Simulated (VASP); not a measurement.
# Rb (Pm-3m) in VASP: notebook, part 2 of 2

VASP 6.6.1. Earlier steps stand in the parts before.

## Step 3: Single point, LDA (71.16 Å³/atom)

File INCAR:

```
ALGO = Normal ; EDIFF = 1E-7
ENCUT = 520 ; ISIF = 2
ISMEAR = -1 ; LASPH = T
LCHARG = F ; LREAL = F
LWAVE = F ; NBANDS = 10
NELM = 80 ; PREC = Accurate
SIGMA = 0.05
```

File KPOINTS:

```
k-points
0
Gamma
  10 10 10
```

File POSCAR:

```
Rb
1.0
    4.1438307329      0.0000000000      0.0000000000
    0.0000000000      4.1438307329      0.0000000000
    0.0000000000      0.0000000000      4.1438307329
Rb
1
Direct
    0.0000000000      0.0000000000      0.0000000000
```

Potentials or basis: VASP PAW LDA potentials, release 64 (Rb_sv).

Run with:

```sh
cat potpaw_LDA.64/Rb_sv/POTCAR > POTCAR
mpirun -np 1 vasp_std > vasp.out
```

OUTCAR:

```text
EDIFF = 1E-7
   ENCUT = 520
   ISIF = 2
   ISMEAR = -1
   LASPH = T
   LREAL = F
   NELM = 80
   PREC = Accurate

 ion  position               nearest neighbor table
   1  0.000  0.000  0.000-

  LATTYP: Found a simple cubic cell.
 ALAT       =     4.1438307329

  Lattice vectors:

 A1 = (   4.1438307329,   0.0000000000,   0.0000000000)
 A2 = (   0.0000000000,   4.1438307329,   0.0000000000)
 A3 = (   0.0000000000,   0.0000000000,   4.1438307329)

Analysis of symmetry for initial positions (statically):
=====================================================================
 Subroutine PRICEL returns:
 Original cell was already a primitive cell.

 Routine SETGRP: Setting up the symmetry group for a
 simple cubic supercell.

 Subroutine GETGRP returns: Found 48 space group operations
 (whereof 48 operations were pure point group operations)
 out of a pool of 48 trial point group operations.

The static configuration has the point symmetry O_h .

Analysis of symmetry for dynamics (positions and initial velocities):
=====================================================================
 Subroutine PRICEL returns:
 Original cell was already a primitive cell.

 Routine SETGRP: Setting up the symmetry group for a
 simple cubic supercell.

 Subroutine GETGRP returns: Found 48 space group operations
 (whereof 48 operations were pure point group operations)
 out of a pool of 48 trial point group operations.

The dynamic configuration has the point symmetry O_h .

 Subroutine INISYM returns: Found 48 space group operations
 (whereof 48 operations are pure point group operations),
 and found     1 'primitive' translations

----------------------------------------------------------------------------------------

                                     Primitive cell

  volume of cell :      71.1551

  direct lattice vectors                    reciprocal lattice vectors
     4.143830733  0.000000000  0.000000000     0.241322598  0.000000000  0.000000000
     0.000000000  4.143830733  0.000000000     0.000000000  0.241322598  0.000000000
[... 108 lines left out ...]
   GGA     = CA    functional components
   LHFCALC =     F    Hartree Fock is set to
   AEXX    =    0.0000 exact exchange contribution
   IVDW    =     0    specifies the selected vdW correction
   LEPSILON=     F    determine dielectric tensor
   LRPA    =     F    only Hartree local field effects (RPA)
 non-spin polarized calculation
  energy-cutoff  :      520.00
  volume of cell :       71.16
 maximum number of plane-waves:      1936
 NGX is ok and might be reduce to    32
   NGX = 15   NGY = 15   NGZ = 15

 number of electron       9.0000000 magnetization

 Free energy of the ion-electron system (eV)
  ---------------------------------------------------
  ext. energy  EPLUGINS =         0.00000000
  ---------------------------------------------------
  free energy    TOTEN  =        -0.94186381 eV

  energy without entropy =       -0.93525915  energy(sigma->0) =       -0.93856148

 E-fermi :   0.4558     XC(G=0):  -6.3305

 val. band max:        0.3446117973   @ k =   0.5000   0.1000   0.0000
 cond. band min:       0.4686088692   @ k =   0.4000   0.2000   0.2000
 fundamental gap:      0.1239970719
 Fermi energy:         0.4557891647

 k-point     1 :       0.0000    0.0000    0.0000
  band No.  band energies     occupation
      1     -28.4717      2.00000
      2     -12.4855      2.00000
      3     -12.4855      2.00000
      4     -12.4855      2.00000
      5      -1.9000      2.00000
      6       2.5941      0.00000
      7       2.5941      0.00000
      8       7.0797      0.00000
      9       7.0798      0.00000
     10       7.0800      0.00000
[... 287 lines left out ...]
 k-point    24 :       0.3000    0.1000    0.1000
  band No.  band energies     occupation
      1     -28.4562      2.00000
      2     -12.7005      2.00000
      3     -12.4970      2.00000
      4     -12.4930      2.00000
      5      -0.6994      2.00000
      6       2.2499      0.00000
      7       3.0689      0.00000
      8       4.8912      0.00000
      9       4.9218      0.00000
     10       6.4773      0.00000

 [... further k-points ...]

------------------------ aborting loop because EDIFF is reached ----------------------------------------

  FORCE on cell =-STRESS in cart. coord.  units (eV):
  Direction    XX          YY          ZZ          XY          YZ          ZX
  --------------------------------------------------------------------------------------
  -------------------------------------------------------------------------------------
  Total        0.2941931      0.2941931      0.2941931      0.0000000     -0.0000000      0.0000000
  in kB        6.6242546      6.6242546      6.6242546      0.0000000     -0.0000000      0.0000000
  external PRESSURE =       6.6242546 kB  Pullay stress =       0.0000000 kB

 VOLUME and BASIS-vectors are now :
 -----------------------------------------------------------------------------
  energy-cutoff  :      520.00
  volume of cell :       71.16
      direct lattice vectors                 reciprocal lattice vectors
     4.143830733  0.000000000  0.000000000     0.241322598  0.000000000  0.000000000
     0.000000000  4.143830733  0.000000000     0.000000000  0.241322598  0.000000000
     0.000000000  0.000000000  4.143830733     0.000000000  0.000000000  0.241322598

 POSITION                                       TOTAL-FORCE (eV/Angst)
 -----------------------------------------------------------------------------------
      0.00000      0.00000      0.00000         0.000000      0.000000      0.000000
 -----------------------------------------------------------------------------------
    total drift:                                0.000000     -0.000000      0.000000

  FREE ENERGIE OF THE ION-ELECTRON SYSTEM (eV)
  ---------------------------------------------------
  free  energy   TOTEN  =        -0.9418638068 eV

  energy  without entropy=       -0.9352591502  energy(sigma->0) =       -0.93856148
```

OSZICAR:

```text
N       E                     dE             d eps       ncg     rms          rms(c)
DAV:   1     0.389407511723E+02    0.38941E+02   -0.35024E+03  1120   0.677E+02
DAV:   2     0.131896578115E+01   -0.37622E+02   -0.36598E+02  1268   0.128E+02
DAV:   3    -0.858559845480E+00   -0.21775E+01   -0.21710E+01  1498   0.297E+01
DAV:   4    -0.944200940877E+00   -0.85641E-01   -0.85416E-01  1564   0.507E+00
DAV:   5    -0.947362859940E+00   -0.31619E-02   -0.31613E-02  1518   0.753E-01    0.168E+00
DAV:   6    -0.943520835214E+00    0.38420E-02   -0.48625E-03  1368   0.371E-01    0.105E+00
DAV:   7    -0.941892378558E+00    0.16285E-02   -0.71976E-03  1296   0.434E-01    0.860E-02
DAV:   8    -0.941861952590E+00    0.30426E-04   -0.64984E-04  1432   0.172E-01    0.185E-02
DAV:   9    -0.941863923172E+00   -0.19706E-05   -0.10949E-05  1368   0.268E-02    0.815E-03
DAV:  10    -0.941863765038E+00    0.15813E-06   -0.53383E-06  1360   0.128E-02    0.165E-03
DAV:  11    -0.941863806750E+00   -0.41712E-07   -0.24301E-07  1406   0.346E-03
   1 F= -.94186381E+00 E0= -.93856148E+00  d E =-.660466E-02
```

stdout:

```text
POSCAR found type information on POSCAR Rb
 POSCAR found :  1 types and       1 ions
 scaLAPACK will be used
 LDA part: xc-table for (Slater(with rela. corr.)+CA(PZ))
 , standard interpolation
 POSCAR, INCAR and KPOINTS ok, starting setup
 FFT: planning ... GRIDC
 FFT: planning ... GRID_SOFT
 FFT: planning ... GRID
 WAVECAR not read
 entering main loop
```

It took 24 s on 1 thread of Intel Xeon 8259CL, shared host; peak memory 0.17 GiB.

What came out:

| Property | Result |
| --- | --- |
| Free energy | -0.9419 eV |
| Pressure | 0.7 GPa |
| Band gap on the k mesh | zero (an odd number of electrons rules out a gap without spin polarisation) |

Levels at points of the mesh, in eV from the Fermi level:
| k point | band 2 | band 3 | band 4 | band 5 | band 6 | band 7 |
| --- | --- | --- | --- | --- | --- | --- |
| (0.00, 0.00, 0.00) | -12.94 | -12.94 | -12.94 | -2.36 | 2.14 | 2.14 |
| (0.50, 0.00, 0.00) | -13.28 | -12.91 | -12.91 | -0.25 | 0.47 | 2.81 |
| (0.50, 0.50, 0.00) | -13.23 | -13.23 | -12.88 | 0.46 | 1.85 | 2.75 |
| (0.50, 0.50, 0.50) | -13.18 | -13.18 | -13.18 | 1.62 | 1.62 | 1.62 |

## Step 4: Single point, LDA (79.53 Å³/atom)

This run uses another cell than the first one, of 79.53 Å³/atom.

INCAR, as its differences from that of step 3:

```diff
@@ -1,2 +1,2 @@
-ALGO = Normal ; EDIFF = 1E-7
+ALGO = Normal ; EDIFF = 1E-6
 ENCUT = 520 ; ISIF = 2
```

KPOINTS is that of step 3.

File POSCAR:

```
Rb
1.0
    4.3003476553      0.0000000000      0.0000000000
    0.0000000000      4.3003476553      0.0000000000
    0.0000000000      0.0000000000      4.3003476553
Rb
1
Direct
    0.0000000000      0.0000000000      0.0000000000
```

Run with:

```sh
cat potpaw_LDA.64/Rb_sv/POTCAR > POTCAR
mpirun -np 1 vasp_std > vasp.out
```

It took 18 s on 1 thread of Intel Xeon 8259CL, shared host; peak memory 0.17 GiB.

The run converged. Its results:

```yaml
Free_energy: -0.9631 eV
Pressure: 0.2 GPa
Band_gap_on_the_k_mesh: zero (an odd number of electrons rules out a gap without spin polarisation)
```

Levels at points of the mesh, in eV from the Fermi level:
| k point | band 1 | band 2 | band 3 | band 4 | band 5 | band 6 | band 7 | band 8 | band 9 |
| --- | --- | --- | --- | --- | --- | --- | --- | --- | --- |
| (0.00, 0.00, 0.00) | -28.92 | -12.97 | -12.97 | -12.97 | -2.19 | 2.19 | 2.19 | 6.29 | 6.29 |
| (0.50, 0.00, 0.00) | -28.91 | -13.21 | -12.95 | -12.95 | -0.25 | 0.43 | 2.82 | 4.25 | 4.25 |
| (0.50, 0.50, 0.00) | -28.90 | -13.18 | -13.18 | -12.93 | 0.63 | 1.74 | 2.50 | 2.50 | 4.78 |
| (0.50, 0.50, 0.50) | -28.89 | -13.15 | -13.15 | -13.15 | 1.71 | 1.71 | 1.71 | 4.00 | 4.86 |

## Step 5: Single point, LDA (83.71 Å³/atom)

This run uses another cell than the first one, of 83.71 Å³/atom.

File INCAR:

```
SYSTEM = Rb
PREC = Accurate
ENCUT = 520
EDIFF = 1E-7
ISMEAR = -1
SIGMA = 0.05
LREAL = .False.
LASPH = .True.
NELM = 60
ALGO = Normal
ISIF = 2
LWAVE = .False.
LCHARG = .True.
LELF = .True.
LVHAR = .True.
NBANDS = 10
```

File KPOINTS:

```
regular mesh
0
Gamma
  10 10 10
  0 0 0
```

File POSCAR:

```
Rb
1.0
    4.3745061538      0.0000000000      0.0000000000
    0.0000000000      4.3745061538      0.0000000000
    0.0000000000      0.0000000000      4.3745061538
Rb
1
Direct
    0.0000000000      0.0000000000      0.0000000000
```

Run with:

```sh
cat potpaw_LDA.64/Rb_sv/POTCAR > POTCAR
mpirun -np 1 vasp_std > vasp.out
```

Wall time 39 s (1 thread of Intel Xeon 8259CL, shared host); peak memory 0.19 GiB.

Results (log left out):

```
Free energy            : -0.9657 eV
Pressure               : 0.0 GPa
Band gap on the k mesh : zero (an odd number of electrons rules out a gap without spin polarisation)
```

Levels at points of the mesh, in eV from the Fermi level:
```csv
k point,band 1,band 2,band 3,band 4,band 5,band 6,band 7,band 8
"(0.00, 0.00, 0.00)",-28.92,-12.98,-12.98,-12.98,-2.12,2.21,2.21,6.15
"(0.50, 0.00, 0.00)",-28.91,-13.19,-12.97,-12.97,-0.25,0.42,2.81,4.19
"(0.50, 0.50, 0.00)",-28.90,-13.16,-13.16,-12.95,0.70,1.69,2.40,2.40
"(0.50, 0.50, 0.50)",-28.90,-13.14,-13.14,-13.14,1.74,1.74,1.74,3.95
```

## Step 6: Single point, LDA (83.71 Å³/atom)

This run uses another cell than the first one, of 83.71 Å³/atom.

File INCAR:

```
ALGO = Normal
EDIFF = 1E-6
ENCUT = 520
ISIF = 2
ISMEAR = -1
LASPH = True
LCHARG = False
LREAL = False
LWAVE = False
NBANDS = 10
NELM = 60
PREC = Accurate
SIGMA = 0.05
```

File KPOINTS:

```
k-points
0
Gamma
  10 10 10
```

POSCAR is that of step 5.

Potentials or basis: VASP PAW LDA potentials, release 64 (Rb_sv).

Run with:

```sh
cat potpaw_LDA.64/Rb_sv/POTCAR > POTCAR
mpirun -np 1 vasp_std > vasp.out
```

Wall time 30 s (1 thread of Intel Xeon 8259CL, shared host); peak memory 0.19 GiB.

The run converged. Its results:

| Item | Value |
| --- | --- |
| Free energy | -0.9657 eV |
| Pressure | 0.0 GPa |
| Band gap on the k mesh | zero (an odd number of electrons rules out a gap without spin polarisation) |

Levels at points of the mesh, in eV from the Fermi level:
```csv
k point,band 2,band 3,band 4,band 5,band 6,band 7
"(0.00, 0.00, 0.00)",-12.98,-12.98,-12.98,-2.12,2.21,2.21
"(0.50, 0.00, 0.00)",-13.19,-12.97,-12.97,-0.25,0.42,2.81
"(0.50, 0.50, 0.00)",-13.16,-13.16,-12.95,0.70,1.69,2.40
"(0.50, 0.50, 0.50)",-13.14,-13.14,-13.14,1.74,1.74,1.74
```

## Step 7: The runs side by side

```csv
cell,gap on the mesh (eV),pressure (GPa)
"a = 4.144 Å, 1 atom",none,0.7
"a = 4.300 Å, 1 atom",none,0.2
"a = 4.375 Å, 1 atom",none,0.0
```

Alike in all rows: task single point; level LDA; potentials or basis VASP PAW LDA potentials, release 64 (Rb_sv); no spin polarisation; k mesh 10 × 10 × 10; cutoff (eV) 520; smearing fermi-dirac 0.05 eV.

Total energies depend on the potentials used, so only differences within one code and one set of settings carry meaning.
